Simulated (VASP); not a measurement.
BN:

```
B N
1.0
     0.00000    1.80482    1.80482
     1.80482    0.00000    1.80482
     1.80482    1.80482    0.00000
B N
1 1
Cartesian
  0.0000 0.0000 0.0000
  0.9024 0.9024 0.9024
```

Base run:

* Program: VASP 6.6.1
* Functional: r2SCAN
* Potentials or basis: VASP PAW PBE potentials, release 64 (B, N)
* Cutoff: 520 eV
* k mesh: 12 × 12 × 12
* Occupations: gaussian, width 0.01 eV
* Spin: no spin polarisation

Its results: band gap on the k mesh 4.98 eV (least direct gap 9.55 eV); pressure 1.1 GPa.

The run is repeated on the same cell with these changes: functional from r2SCAN to PBE; occupations from gaussian, width 0.01 eV to fermi-dirac, width 0.02 eV. What comes out?

Band gap on the k mesh 4.46 eV (least direct gap 8.84 eV); pressure 5.0 GPa.

Caveats: the PAW data sets were made with another functional, which shifts forces and pressure a little (at least some runs); the cell stands under pressure (at least some runs).

A k mesh can miss the band edges.
